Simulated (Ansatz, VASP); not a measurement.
## AlCo: VASP beside Ansatz

Contents of POSCAR:

```
AlCo
1.0
    2.8794432970      0.0000000000      0.0000000000
    0.0000000000      2.8794432970      0.0000000000
    0.0000000000      0.0000000000      2.8794432970
Al Co
1 1
Direct
    0.0000000000      0.0000000000      0.0000000000
    0.5000000000      0.5000000000      0.5000000000
```

File INCAR.step1:

```
SYSTEM = AlCo
PREC = Accurate
ENCUT = 520
ISMEAR = 0
SIGMA = 0.1
LREAL = .False.
LASPH = .True.
NELM = 150
ISPIN = 2
MAGMOM = 0 0.16
LMAXMIX = 4
NBANDS = 17
GGA = PE
ALGO = Normal
EDIFF = 1E-4
LWAVE = .True.
LCHARG = .False.
```

File INCAR.step2:

```
SYSTEM = AlCo
PREC = Accurate
ENCUT = 520
EDIFF = 1E-6
ISMEAR = 0
SIGMA = 0.1
LREAL = .False.
LASPH = .True.
NELM = 150
ALGO = Normal
ISIF = 2
LWAVE = .False.
LCHARG = .True.
ISPIN = 2
MAGMOM = 0 0.16
LORBIT = 11
LMAXMIX = 4
METAGGA = R2SCAN
LMIXTAU = .True.
LELF = .True.
LVHAR = .True.
NBANDS = 17
ISTART = 1
```

Contents of KPOINTS:

```
Automatic mesh
0
Gamma
  14 14 14
  0 0 0
```

Input for Ansatz:

```yaml
crystal:
  lattice:
    - [2.879443297, 0.0, 0.0]
    - [0.0, 2.879443297, 0.0]
    - [0.0, 0.0, 2.879443297]
  atoms:
    - { symbol: Al, position: [0.0, 0.0, 0.0] }
    - { symbol: Co, position: [0.5, 0.5, 0.5], spin: 0.16 }
basis:
  ecutwfc: 500
kpoints:
  mp_grid: { grid: [14, 14, 14] }
hamiltonian:
  xc: r2scan
scf:
  occupations: { method: gaussian, width: 0.1 }
output:
  forces: true
  stress: true
  eigenvalues: true
  populations: true
magnetization:
  spin_polarized: true
```

Alike in both runs: task single point; functional r2SCAN; k mesh 14 × 14 × 14; occupations gaussian, width 0.1 eV; collinear spin.

|  | VASP | Ansatz |
| --- | --- | --- |
| version | VASP 6.6.1 | Ansatz 0.2.0 |
| potentials or method | VASP PAW PBE potentials, release 64 (Al, Co), cutoff 520 eV | scalar-relativistic, plane waves, PAW |
| valence electrons in the cell | 12 | 20 |

```tsv
	VASP	Ansatz	Ansatz less VASP
gap on the k mesh at the Fermi level (eV)	none	none	-
pressure (GPa)	-10.7	-10.1	+0.61
net moment per atom (μB)	0.00	0.06	+0.061
size of the moment on the site where the two differ most (μB)	0.00	0.19	+0.188
```

VASP's potentials were made for PBE, not for r2SCAN. Site moments also hang on the region over which each program counts them. A gap of «none» marks a metal or a gap that the smearing closes. VASP's potentials hold 12 valence electrons a cell and Ansatz's 20, so a difference there can come from the potentials and not from the codes. Ansatz's warnings: stability check not made.
